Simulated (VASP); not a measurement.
Write the native input for VASP 6.6.1 that does the following.

| Item | Value |
| --- | --- |
| Task | single point |
| Functional | PBEsol |
| Potentials or basis | VASP PAW PBE potentials, release 64 (Ti_sv) |
| Cutoff | 520 eV |
| k mesh | 12 × 12 × 14 |
| Occupations | gaussian, width 0.15 eV |
| Spin | no spin polarisation |
| Dipole correction | no |
| Further INCAR settings | ALGO = Fast; EDIFF = 1e-06; NBANDS = 25 |

The structure of Ti lies in POSCAR:

```
Ti
1.0
    4.4066000000      0.0000000000      0.0000000000
   -2.2033000000      3.8162275443      0.0000000000
    0.0000000000      0.0000000000      2.5297000000
Ti
3
Direct
    0.0000000000      0.0000000000      0.0000000000
    0.3333333333      0.6666666667      0.5000000000
    0.6666666667      0.3333333333      0.5000000000
```

This isn't the form of Ti at room conditions, which is hcp.

One way to write it, as run:

INCAR

```
  PREC = Accurate
  ENCUT = 520
  EDIFF = 1E-6
  ISMEAR = 0
  SIGMA = 0.15
  LREAL = F
  LASPH = T
  NELM = 100
  ALGO = Fast
  ISIF = 2
  LWAVE = F
  LCHARG = F
  GGA = PS
  NBANDS = 25
```

KPOINTS

```
Automatic mesh
0
Gamma
  12 12 14
```

Potentials or basis: VASP PAW PBE potentials, release 64 (Ti_sv).

Command:

```sh
$ cat potpaw_PBE.64/Ti_sv/POTCAR > POTCAR
$ mpirun -np 1 vasp_std > vasp.out
```

Results of the run:

* Pressure: 22.5 GPa
* Band gap on the k mesh: zero (bands 18 and 19 overlap by 0.45 eV)

Caveat: the stress differs along the axes, from 16 to 35 GPa; the PAW data sets were made with another functional, which shifts forces and pressure a little.

Wall time 13 min on 1 thread of Intel Xeon 8259CL (shared host), peak memory 0.26 GiB.
